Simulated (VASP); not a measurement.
# Zr4Mo (P-43m) in VASP: a series of runs

The runs below take Zr4Mo through single point, relaxation of cell and atoms, with PBE.

Everything below comes from runs of VASP 6.6.1. Logs are shortened: lines on timing, memory, paths and dates and some standing lists are left out, and cuts for length are marked.

## 1. The cell of the first run

Symmetry: P-43m, No. 215, cubic system. The conventional cell has a = 4.948 Å, b = 4.948 Å, c = 4.948 Å, α = 90.00°, β = 90.00°, γ = 90.00°. Within 3.3 Å of Zr (site symmetry 3m) lie 1 Mo at 2.47 Å and 3 Zr at 2.97 Å. Within 3.3 Å of Mo (site symmetry -43m) lie 4 Zr at 2.47 Å.

The cell was built from a structure type or drawn by symmetry, and may not be a known phase.

## 2. Single point, PBE

File INCAR:

```
PREC = Accurate ; ENCUT = 520
EDIFF = 1E-6 ; ISMEAR = 0
SIGMA = 0.1 ; LREAL = F
LASPH = T ; NELM = 80
ALGO = Fast ; ISIF = 2
LWAVE = F ; LCHARG = F
GGA = PE ; NBANDS = 39
```

File KPOINTS:

```
regular mesh
0
Gamma
  8 8 8
```

File POSCAR:

```
Zr4Mo
1.0
    4.9482131611      0.0000000000      0.0000000000
    0.0000000000      4.9482131611      0.0000000000
    0.0000000000      0.0000000000      4.9482131611
Zr Mo
4 1
Direct
    0.2876854753      0.2876854753      0.2876854753
    0.7123145247      0.7123145247      0.2876854753
    0.2876854753      0.7123145247      0.7123145247
    0.7123145247      0.2876854753      0.7123145247
    0.0000000000      0.0000000000      0.0000000000
```

Potentials or basis: VASP PAW PBE potentials, release 64 (Zr_sv, Mo_sv).

Launch:

```console
$ cat potpaw_PBE.64/Zr_sv/POTCAR potpaw_PBE.64/Mo_sv/POTCAR > POTCAR
$ mpirun -np 1 vasp_std > vasp.out
```

OUTCAR:

```text
PREC = Accurate
   ENCUT = 520
   EDIFF = 1E-6
   ISMEAR = 0
   LREAL = F
   LASPH = T
   NELM = 80
   ISIF = 2
   GGA = PE

 ion  position               nearest neighbor table
   1  0.288  0.288  0.288-   5 2.47   3 2.97   4 2.97   2 2.97   3 3.54   4 3.54   2 3.54   3 3.54
                             2 3.54   4 3.54
   2  0.712  0.712  0.288-   5 2.47   3 2.97   4 2.97   1 2.97   1 3.54   3 3.54   1 3.54   4 3.54
                             3 3.54   4 3.54
   3  0.288  0.712  0.712-   5 2.47   2 2.97   4 2.97   1 2.97   1 3.54   4 3.54   1 3.54   2 3.54
                             2 3.54   4 3.54
   4  0.712  0.288  0.712-   5 2.47   2 2.97   3 2.97   1 2.97   1 3.54   3 3.54   1 3.54   2 3.54
                             2 3.54   3 3.54
   5  0.000  0.000  0.000-   1 2.47   2 2.47   3 2.47   4 2.47

  LATTYP: Found a simple cubic cell.
 ALAT       =     4.9482131611

  Lattice vectors:

 A1 = (   4.9482131611,   0.0000000000,   0.0000000000)
 A2 = (   0.0000000000,   4.9482131611,   0.0000000000)
 A3 = (   0.0000000000,   0.0000000000,   4.9482131611)

Analysis of symmetry for initial positions (statically):
=====================================================================
 Subroutine PRICEL returns:
 Original cell was already a primitive cell.

 Routine SETGRP: Setting up the symmetry group for a
 simple cubic supercell.

 Subroutine GETGRP returns: Found 24 space group operations
 (whereof 24 operations were pure point group operations)
 out of a pool of 48 trial point group operations.

The static configuration has the point symmetry T_d .

Analysis of symmetry for dynamics (positions and initial velocities):
=====================================================================
 Subroutine PRICEL returns:
 Original cell was already a primitive cell.

 Routine SETGRP: Setting up the symmetry group for a
 simple cubic supercell.

 Subroutine GETGRP returns: Found 24 space group operations
 (whereof 24 operations were pure point group operations)
 out of a pool of 48 trial point group operations.

The dynamic configuration has the point symmetry T_d .

 Subroutine INISYM returns: Found 24 space group operations
 (whereof 24 operations are pure point group operations),
 and found     1 'primitive' translations

----------------------------------------------------------------------------------------

[... 99 lines left out ...]
   LREAL  =      F    real-space projection
   EDIFFG = 0.1E-04   stopping-criterion for IOM
   NSW    =      0    number of steps for IOM
   IBRION =     -1    ionic relax: 0-MD 1-quasi-New 2-CG
   NFREE  =      0    steps in history (QN), initial steepest desc. (CG)
   ISIF   =      2    stress and relaxation
   ISYM   =      2    0-nonsym 1-usesym 2-fastsym
   POTIM  = 0.5000    time-step for ionic-motion
   TEBEG  =    0.0;   TEEND  =   0.0 temperature during run
   PSTRESS=    0.0 pullay stress
   NELECT =      62.0000    total number of electrons
   NUPDOWN=      -1.0000    fix difference up-down
   EMIN   =  10.00;   EMAX   =-10.00  energy-range for DOS
   EFERMI =   0.00;   METHOD = LEGACY
   ISMEAR =     0;   SIGMA  =   0.10  broadening in eV -4-tet -1-fermi 0-gaus
   EFERMI_NEDOS =   21; number of points for ismear=-14 and -15
   IALGO  =     68    algorithm
   IMIX   =      4    mixing-type and parameters
     AMIX     =   0.40;   BMIX     =  1.00
     AMIX_MAG =   1.60;   BMIX_MAG =  1.00
  volume/ion in A,a.u.               =      24.23       163.52
  Fermi-wavevector in a.u.,A,eV,Ry     =   1.309454  2.474510 23.329507  1.714670
  Thomas-Fermi vector in A             =   2.440052
   LORBIT       =      0    0 simple, 1 ext, 2 COOP (PROOUT), +10 PAW based schemes
   GGA     = PE    functional components
   LHFCALC =     F    Hartree Fock is set to
   AEXX    =    0.0000 exact exchange contribution
   IVDW    =     0    specifies the selected vdW correction
   LEPSILON=     F    determine dielectric tensor
   LRPA    =     F    only Hartree local field effects (RPA)
 non-spin polarized calculation
 RMM-DIIS sequential band-by-band and
 Gauss-broadening in eV      SIGMA  =   0.10
  energy-cutoff  :      520.00
  volume of cell :      121.16
 maximum number of plane-waves:      3294
 NGX is ok and might be reduce to    40
   NGX = 19   NGY = 19   NGZ = 19

 number of electron      62.0000000 magnetization

 Free energy of the ion-electron system (eV)
  ---------------------------------------------------
  ext. energy  EPLUGINS =         0.00000000
  ---------------------------------------------------
  free energy    TOTEN  =       -41.11086450 eV

  energy without entropy =      -41.08069825  energy(sigma->0) =      -41.09578137

 E-fermi :   8.0374     XC(G=0): -10.7785

 val. band max:        8.0295940941   @ k =   0.3750   0.2500   0.2500
 cond. band min:       8.0440049520   @ k =   0.3750   0.1250   0.1250
 fundamental gap:      0.0144108579
 Fermi energy:         8.0374454867

 k-point     1 :       0.0000    0.0000    0.0000
  band No.  band energies     occupation
      1     -52.1036      2.00000
      2     -40.8397      2.00000
      3     -40.7142      2.00000
      4     -40.7142      2.00000
      5     -40.7142      2.00000
      6     -26.4210      2.00000
[... 997 lines left out ...]
     38       9.7645      0.00000
     39      10.0518      0.00000

 [... further k-points ...]

------------------------ aborting loop because EDIFF is reached ----------------------------------------

  FORCE on cell =-STRESS in cart. coord.  units (eV):
  Direction    XX          YY          ZZ          XY          YZ          ZX
  --------------------------------------------------------------------------------------
  -------------------------------------------------------------------------------------
  Total        0.1491700      0.1491700      0.1491700     -0.0000000     -0.0000000     -0.0000000
  in kB        1.9726359      1.9726359      1.9726359     -0.0000000     -0.0000000     -0.0000000
  external PRESSURE =       1.9726359 kB  Pullay stress =       0.0000000 kB

 VOLUME and BASIS-vectors are now :
 -----------------------------------------------------------------------------
  energy-cutoff  :      520.00
  volume of cell :      121.16
      direct lattice vectors                 reciprocal lattice vectors
     4.948213161  0.000000000  0.000000000     0.202093153  0.000000000  0.000000000
     0.000000000  4.948213161  0.000000000     0.000000000  0.202093153  0.000000000
     0.000000000  0.000000000  4.948213161     0.000000000  0.000000000  0.202093153

 POSITION                                       TOTAL-FORCE (eV/Angst)
 -----------------------------------------------------------------------------------
      1.42353      1.42353      1.42353         0.022956      0.022956      0.022956
      3.52468      3.52468      1.42353        -0.022956     -0.022956      0.022956
      1.42353      3.52468      3.52468         0.022956     -0.022956     -0.022956
      3.52468      1.42353      3.52468        -0.022956      0.022956     -0.022956
      0.00000      0.00000      0.00000        -0.000000     -0.000000     -0.000000
 -----------------------------------------------------------------------------------
    total drift:                                0.000000      0.000000      0.000000

  FREE ENERGIE OF THE ION-ELECTRON SYSTEM (eV)
  ---------------------------------------------------
  free  energy   TOTEN  =       -41.1108644969 eV

  energy  without entropy=      -41.0806982499  energy(sigma->0) =      -41.09578137
```

Run time: 2.1 min. Hardware: 1 thread of Intel Xeon 6975P-C (Granite Rapids), shared host; peak memory 0.32 GiB.

Results:

- Free energy: -41.1109 eV
- Pressure: 0.2 GPa
- Largest force: 0.040 eV/Å
- Band gap on the k mesh: zero (bands 31 and 32 overlap by 0.68 eV)

Forces in eV/Å, atoms in the order of the input:
```
Zr   0.023  0.023  0.023
Zr  -0.023 -0.023  0.023
Zr   0.023 -0.023 -0.023
Zr  -0.023  0.023 -0.023
Mo   0.000  0.000  0.000
```

Levels at points of the mesh, in eV from the Fermi level:
| k point | band 27 | band 28 | band 29 | band 30 | band 31 | band 32 | band 33 | band 34 | band 35 | band 36 |
| --- | --- | --- | --- | --- | --- | --- | --- | --- | --- | --- |
| (0.00, 0.00, 0.00) | -2.01 | -0.47 | -0.47 | -0.47 | -0.23 | -0.23 | 1.26 | 1.26 | 1.26 | 2.62 |
| (0.50, 0.00, 0.00) | -2.16 | -0.72 | -0.54 | -0.42 | 0.24 | 0.24 | 0.78 | 0.78 | 1.04 | 1.05 |
| (0.50, 0.50, 0.00) | -1.36 | -1.33 | -1.33 | -0.54 | -0.54 | -0.37 | 0.37 | 0.37 | 0.64 | 0.87 |
| (0.50, 0.50, 0.50) | -1.41 | -1.41 | -1.41 | 0.20 | 0.20 | 0.20 | 0.56 | 0.74 | 0.74 | 0.74 |

## 3. Relaxation of cell and atoms, PBE

File INCAR:

```
SYSTEM = Zr4Mo
ALGO = Fast ; EDIFF = 1E-6
EDIFFG = -0.01 ; ENCUT = 600
GGA = PE ; IBRION = 2
ISIF = 3 ; ISMEAR = 0
LASPH = .TRUE. ; LCHARG = .FALSE.
LREAL = .FALSE. ; LWAVE = .FALSE.
NELM = 100 ; NSW = 100
PREC = Accurate ; SIGMA = 0.1
```

File KPOINTS:

```
k-points
0
G
  8 8 8
  0 0 0
```

File POSCAR:

```
Zr4Mo
1.0
    4.9499238398      0.0000000000      0.0000000000
    0.0000000000      4.9499238398      0.0000000000
    0.0000000000      0.0000000000      4.9499238398
Zr Mo
4 1
Direct
    0.2881644609      0.2881644609      0.2881644609
    0.7118355391      0.7118355391      0.2881644609
    0.2881644609      0.7118355391      0.7118355391
    0.7118355391      0.2881644609      0.7118355391
    0.0000000000      0.0000000000      0.0000000000
```

Potentials or basis: VASP PAW PBE potentials, release 64 (Zr_sv, Mo_sv).

Launch:

```console
$ cat potpaw_PBE.64/Zr_sv/POTCAR potpaw_PBE.64/Mo_sv/POTCAR > POTCAR
$ mpirun -np 1 vasp_std > vasp.out
```

It took 3.2 min on 1 thread of Intel Xeon 6975P-C (Granite Rapids), shared host; peak memory 0.35 GiB.

The run converged. Its results:

```
Free energy                           : -41.1104 eV
Relaxed volume                        : 24.28 Å³/atom
Relaxed cell                          : a = 4.951 Å, b = 4.951 Å, c = 4.951 Å, α = 90.00°, β = 90.00°, γ = 90.00°
Space group after relaxing (to 0.1 Å) : P-43m (No. 215)
Energy gained by relaxing             : 0.1 meV/atom
Ionic steps                           : 2
Pressure after relaxing               : 0.0 GPa
Largest force after relaxing          : 0.010 eV/Å
Band gap on the k mesh                : zero (bands 31 and 32 overlap by 0.68 eV)
```

Forces on the atoms (eV/Å):
```
Zr   0.006  0.006  0.006
Zr  -0.006 -0.006  0.006
Zr   0.006 -0.006 -0.006
Zr  -0.006  0.006 -0.006
Mo   0.000  0.000  0.000
```

The path:
```
step  energy change (eV)  largest force (eV/Å)  pressure (GPa)  volume (Å³)
   1              0.0000                0.0651            0.04       121.28
   2             -0.0004                0.0100            0.00       121.39
```

Final structure:
```
CELL_PARAMETERS angstrom
4.95135 0.00000 0.00000
0.00000 4.95135 0.00000
0.00000 0.00000 4.95135
ATOMIC_POSITIONS crystal
Zr 0.28780 0.28780 0.28780
Zr 0.71220 0.71220 0.28780
Zr 0.28780 0.71220 0.71220
Zr 0.71220 0.28780 0.71220
Mo 0.00000 0.00000 0.00000
```

Levels at points of the mesh, in eV from the Fermi level:
```tsv
k point	band 29	band 30	band 31	band 32	band 33	band 34
(0.00, 0.00, 0.00)	-0.47	-0.47	-0.23	-0.23	1.26	1.26
(0.50, 0.00, 0.00)	-0.53	-0.42	0.24	0.24	0.78	0.78
(0.50, 0.50, 0.00)	-1.32	-0.54	-0.54	-0.37	0.37	0.37
(0.50, 0.50, 0.50)	-1.40	0.20	0.20	0.20	0.56	0.74
```
